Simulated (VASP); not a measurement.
# NaCl (P6_3/mmc) in VASP: settings compared

Aim: see how the results for NaCl move with the level of theory and the settings. Levels: LDA, PBE, r2SCAN. Tasks: single point.

All numbers are computed with VASP 6.6.1; they aren't measurements. Logs are shortened: lines on timing, memory, paths and dates and some standing lists are left out, and cuts for length are marked.

**1. The cell of the first run**

The structure is hexagonal, space group P6_3/mmc (No. 194). The conventional cell has a = 3.892 Å, b = 3.892 Å, c = 6.737 Å, α = 90.00°, β = 90.00°, γ = 120.00°. Within 3.7 Å of Na (site symmetry -3m) lie 6 Cl at 2.81 Å and 2 Na at 3.37 Å. Cl (site symmetry -6m2) has 6 Na at 2.81 Å within 3.7 Å.

**2. Single point, LDA**

The input, INCAR:

```
SYSTEM = NaCl
ALGO     = Normal         ! electronic algorithm
EDIFF    = 1E-6           ! SCF threshold, eV
ENCUT    = 520            ! plane-wave cutoff, eV
ISIF     = 2              ! what is computed and relaxed
ISMEAR   = 0              ! smearing method
LASPH    = .TRUE.         ! aspherical terms in the spheres
LCHARG   = .FALSE.        ! write CHGCAR
LREAL    = .FALSE.        ! projectors in reciprocal space
LWAVE    = .FALSE.        ! write WAVECAR
NBANDS   = 22             ! bands
NELM     = 100            ! most SCF steps
PREC     = Accurate       ! precision mode
SIGMA    = 0.01           ! smearing width, eV
```

The input, KPOINTS:

```
k-points
0
G
  6 6 2
  0 0 0
```

The input, POSCAR:

```
NaCl
1.0
    3.8922714746      0.0000000000      0.0000000000
   -1.9461357373      3.3708059754      0.0000000000
    0.0000000000      0.0000000000      6.7368164133
Na Cl
2 2
Direct
    0.0000000000      0.0000000000      0.0000000000
    0.0000000000      0.0000000000      0.5000000000
    0.3333333333      0.6666666667      0.2500000000
    0.6666666667      0.3333333333      0.7500000000
```

Potentials or basis: VASP PAW LDA potentials, release 64 (Na_pv, Cl).

Command:

```console
$ cat potpaw_LDA.64/Na_pv/POTCAR potpaw_LDA.64/Cl/POTCAR > POTCAR
$ mpirun -np 1 vasp_std > vasp.out
```

OUTCAR:

```text
SYSTEM = NaCl
   EDIFF = 1E-6
   ENCUT = 520
   ISIF = 2
   ISMEAR = 0
   LASPH = .TRUE.
   LREAL = .FALSE.
   NELM = 100
   PREC = Accurate

 ion  position               nearest neighbor table
   1  0.000  0.000  0.000-
   2  0.000  0.000  0.500-
   3  0.333  0.667  0.250-
   4  0.667  0.333  0.750-

  LATTYP: Found a hexagonal cell.
 ALAT       =     3.8922714746
 C/A-ratio  =     1.7308187410

  Lattice vectors:

 A1 = (   3.8922714746,   0.0000000000,   0.0000000000)
 A2 = (  -1.9461357373,   3.3708059754,   0.0000000000)
 A3 = (   0.0000000000,   0.0000000000,   6.7368164133)

Analysis of symmetry for initial positions (statically):
=====================================================================
 Subroutine PRICEL returns:
 Original cell was already a primitive cell.

 Routine SETGRP: Setting up the symmetry group for a
 hexagonal supercell.

 Subroutine GETGRP returns: Found 24 space group operations
 (whereof 12 operations were pure point group operations)
 out of a pool of 24 trial point group operations.

The static configuration has the point symmetry D_3d.
 The point group associated with its full space group is D_6h.

Analysis of symmetry for dynamics (positions and initial velocities):
=====================================================================
 Subroutine PRICEL returns:
 Original cell was already a primitive cell.

 Routine SETGRP: Setting up the symmetry group for a
 hexagonal supercell.

 Subroutine GETGRP returns: Found 24 space group operations
 (whereof 12 operations were pure point group operations)
 out of a pool of 24 trial point group operations.

The dynamic configuration has the point symmetry D_3d.
 The point group associated with its full space group is D_6h.

 Subroutine INISYM returns: Found 24 space group operations
 (whereof 12 operations are pure point group operations),
 and found     1 'primitive' translations

----------------------------------------------------------------------------------------

                                     Primitive cell

  volume of cell :      88.3877

  direct lattice vectors                    reciprocal lattice vectors
     3.892271475  0.000000000  0.000000000     0.256919387  0.148332477  0.000000000
    -1.946135737  3.370805975  0.000000000     0.000000000  0.296664954  0.000000000
     0.000000000  0.000000000  6.736816413     0.000000000  0.000000000  0.148438066
[... 76 lines left out ...]
   NELM   =    100;   NELMIN=  2; NELMDL= -5     # of ELM steps
   EDIFF  = 0.1E-05   stopping-criterion for ELM
   LREAL  =      F    real-space projection
   EDIFFG = 0.1E-04   stopping-criterion for IOM
   NSW    =      0    number of steps for IOM
   IBRION =     -1    ionic relax: 0-MD 1-quasi-New 2-CG
   NFREE  =      0    steps in history (QN), initial steepest desc. (CG)
   ISIF   =      2    stress and relaxation
   ISYM   =      2    0-nonsym 1-usesym 2-fastsym
   POTIM  = 0.5000    time-step for ionic-motion
   TEBEG  =    0.0;   TEEND  =   0.0 temperature during run
   PSTRESS=    0.0 pullay stress
   NELECT =      28.0000    total number of electrons
   NUPDOWN=      -1.0000    fix difference up-down
   EMIN   =  10.00;   EMAX   =-10.00  energy-range for DOS
   EFERMI =   0.00;   METHOD = LEGACY
   ISMEAR =     0;   SIGMA  =   0.01  broadening in eV -4-tet -1-fermi 0-gaus
   EFERMI_NEDOS =   21; number of points for ismear=-14 and -15
   IALGO  =     38    algorithm
   IMIX   =      4    mixing-type and parameters
     AMIX     =   0.40;   BMIX     =  1.00
     AMIX_MAG =   1.60;   BMIX_MAG =  1.00
  volume/ion in A,a.u.               =      22.10       149.12
  Fermi-wavevector in a.u.,A,eV,Ry     =   1.115999  2.108932 16.945415  1.245453
  Thomas-Fermi vector in A             =   2.252608
   LORBIT       =      0    0 simple, 1 ext, 2 COOP (PROOUT), +10 PAW based schemes
   GGA     = CA    functional components
   LHFCALC =     F    Hartree Fock is set to
   AEXX    =    0.0000 exact exchange contribution
   IVDW    =     0    specifies the selected vdW correction
   LEPSILON=     F    determine dielectric tensor
   LRPA    =     F    only Hartree local field effects (RPA)
 non-spin polarized calculation
 Gauss-broadening in eV      SIGMA  =   0.01
  energy-cutoff  :      520.00
  volume of cell :       88.39
 maximum number of plane-waves:      2419
 NGX is ok and might be reduce to    30
   NGX = 15   NGY = 15   NGZ = 25

 number of electron      27.9999984 magnetization

 Free energy of the ion-electron system (eV)
  ---------------------------------------------------
  ext. energy  EPLUGINS =         0.00000000
  ---------------------------------------------------
  free energy    TOTEN  =       -14.63285407 eV

  energy without entropy =      -14.63285407  energy(sigma->0) =      -14.63285407

 E-fermi :  -0.7334     XC(G=0):  -8.7806

 val. band max:       -0.7809381353   @ k =   0.0000   0.0000   0.0000
 cond. band min:       3.8785074816   @ k =   0.0000   0.0000   0.0000
 fundamental gap:      4.6594456169
 Fermi energy:        -0.7334404788

 k-point     1 :       0.0000    0.0000    0.0000
  band No.  band energies     occupation
      1     -21.7400      2.00000
      2     -21.6817      2.00000
      3     -21.6817      2.00000
      4     -21.6747      2.00000
      5     -21.6747      2.00000
      6     -21.6700      2.00000
[... 339 lines left out ...]
     21      10.3666      0.00000
     22      10.3666      0.00000

------------------------ aborting loop because EDIFF is reached ----------------------------------------

  FORCE on cell =-STRESS in cart. coord.  units (eV):
  Direction    XX          YY          ZZ          XY          YZ          ZX
  --------------------------------------------------------------------------------------
  -------------------------------------------------------------------------------------
  Total       -1.1373764     -1.1373764     -1.1234925      0.0000000      0.0000000      0.0000000
  in kB      -20.6168915    -20.6168915    -20.3652222      0.0000000      0.0000000      0.0000000
  external PRESSURE =     -20.5330017 kB  Pullay stress =       0.0000000 kB

 VOLUME and BASIS-vectors are now :
 -----------------------------------------------------------------------------
  energy-cutoff  :      520.00
  volume of cell :       88.39
      direct lattice vectors                 reciprocal lattice vectors
     3.892271475  0.000000000  0.000000000     0.256919387  0.148332477  0.000000000
    -1.946135737  3.370805975  0.000000000     0.000000000  0.296664954  0.000000000
     0.000000000  0.000000000  6.736816413     0.000000000  0.000000000  0.148438066

 POSITION                                       TOTAL-FORCE (eV/Angst)
 -----------------------------------------------------------------------------------
      0.00000      0.00000      0.00000         0.000000      0.000000      0.000000
      0.00000      0.00000      3.36841         0.000000      0.000000      0.000000
     -0.00000      2.24720      1.68420        -0.000000      0.000000     -0.000000
      1.94614      1.12360      5.05261        -0.000000     -0.000000     -0.000000
 -----------------------------------------------------------------------------------
    total drift:                               -0.000000      0.000000     -0.000000

  FREE ENERGIE OF THE ION-ELECTRON SYSTEM (eV)
  ---------------------------------------------------
  free  energy   TOTEN  =       -14.6328540744 eV

  energy  without entropy=      -14.6328540744  energy(sigma->0) =      -14.63285407
```

OSZICAR:

```text
N       E                     dE             d eps       ncg     rms          rms(c)
DAV:   1     0.256025413220E+03    0.25603E+03   -0.14020E+04   632   0.128E+03
DAV:   2     0.684866035212E+01   -0.24918E+03   -0.23603E+03   704   0.344E+02
DAV:   3    -0.145138316130E+02   -0.21362E+02   -0.21236E+02   778   0.103E+02
DAV:   4    -0.150171993845E+02   -0.50337E+00   -0.50278E+00   730   0.179E+01
DAV:   5    -0.150313239354E+02   -0.14125E-01   -0.14124E-01   828   0.285E+00    0.290E+00
DAV:   6    -0.146777347943E+02    0.35359E+00   -0.61071E-01   738   0.422E+00    0.211E+00
DAV:   7    -0.146370719481E+02    0.40663E-01   -0.10794E-01   798   0.171E+00    0.138E+00
DAV:   8    -0.146331009049E+02    0.39710E-02   -0.10230E-02   712   0.847E-01    0.396E-01
DAV:   9    -0.146328198182E+02    0.28109E-03   -0.83635E-04   718   0.196E-01    0.101E-01
DAV:  10    -0.146328559319E+02   -0.36114E-04   -0.15125E-04   760   0.964E-02    0.112E-02
DAV:  11    -0.146328541414E+02    0.17905E-05   -0.10825E-05   840   0.307E-02    0.409E-03
DAV:  12    -0.146328540744E+02    0.66978E-07   -0.11424E-06   522   0.943E-03
   1 F= -.14632854E+02 E0= -.14632854E+02  d E =-.249640E-13
```

Wall time 9.9 s (1 thread of Intel Xeon 6975P-C (Granite Rapids), shared host); peak memory 0.17 GiB.

What came out:

```
Free energy            : -14.6329 eV
Pressure               : -2.1 GPa
Band gap on the k mesh : 4.66 eV, direct
```

Levels at points of the mesh, in eV from the valence-band top:
```csv
k point,band 11,band 12,band 13,band 14,band 15,band 16,band 17,band 18
"(0.00, 0.00, 0.00)",-0.23,-0.23,0.00,0.00,4.66,6.98,9.90,9.91
"(0.50, 0.00, 0.00)",-1.16,-0.68,-0.60,-0.33,7.31,7.62,7.88,9.60
"(0.00, 0.00, 0.50)",-0.12,-0.12,-0.12,-0.12,6.16,6.16,9.43,9.43
"(0.50, 0.00, 0.50)",-0.69,-0.69,-0.47,-0.47,7.13,7.13,8.62,8.62
```

Caveat: the k points lie up to 0.47 Å⁻¹ apart.

(Part 1 of 2 ends here.)
